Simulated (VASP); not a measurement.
Write the native input for VASP 6.6.1 that does the following.

```
Task                   : single point
Functional             : PBEsol
Potentials or basis    : VASP PAW PBE potentials, release 64 (Al, Ga_d, N)
Cutoff                 : 520 eV
k mesh                 : 6 × 6 × 6
Occupations            : gaussian, width 0.05 eV
Spin                   : no spin polarisation
Dipole correction      : no
Further INCAR settings : ALGO = Normal; EDIFF = 1e-06; NBANDS = 41
```

The structure of AlGa3N4 lies in POSCAR:

```
AlGa3N4
1.0
    4.2589415476      0.0000000000      0.0000000000
    0.0000000000      4.4675774128      0.0000000000
    0.0000000000      0.0000000000      4.4675774128
Al Ga N
1 3 4
Direct
    0.0000000000      0.0000000000      0.0000000000
    0.5000000000      0.5000000000      0.0000000000
    0.5000000000      0.0000000000      0.5000000000
    0.0000000000      0.5000000000      0.5000000000
    0.7550464072      0.7550464072      0.2449535928
    0.7550464072      0.2449535928      0.7550464072
    0.2449535928      0.7550464072      0.7550464072
    0.2449535928      0.2449535928      0.2449535928
```

These files were run (other wordings do the same):

INCAR

```
PREC = Accurate
ENCUT = 520
EDIFF = 1E-6
ISMEAR = 0
SIGMA = 0.05
LREAL = False
LASPH = True
NELM = 60
ALGO = Normal
ISIF = 2
LWAVE = False
LCHARG = False
GGA = PS
NBANDS = 41
```

KPOINTS

```
regular mesh
0
Gamma
  6 6 6
```

Potentials or basis: VASP PAW PBE potentials, release 64 (Al, Ga_d, N).

The run is started by

```console
$ cat potpaw_PBE.64/Al/POTCAR potpaw_PBE.64/Ga_d/POTCAR potpaw_PBE.64/N/POTCAR > POTCAR
$ mpirun -np 1 vasp_std > vasp.out
```

Results of the run:

* Pressure: 9.8 GPa
* Largest force: 0.057 eV/Å
* Band gap on the k mesh: 2.51 eV

Caveat: the stress differs along the axes, from 8 to 13 GPa; the PAW data sets were made with another functional, which shifts forces and pressure a little.

Run time: 92 s on 1 thread of Intel(R) Xeon(R) 6975P-C (Granite Rapids) (shared host), peak memory 0.25 GiB.
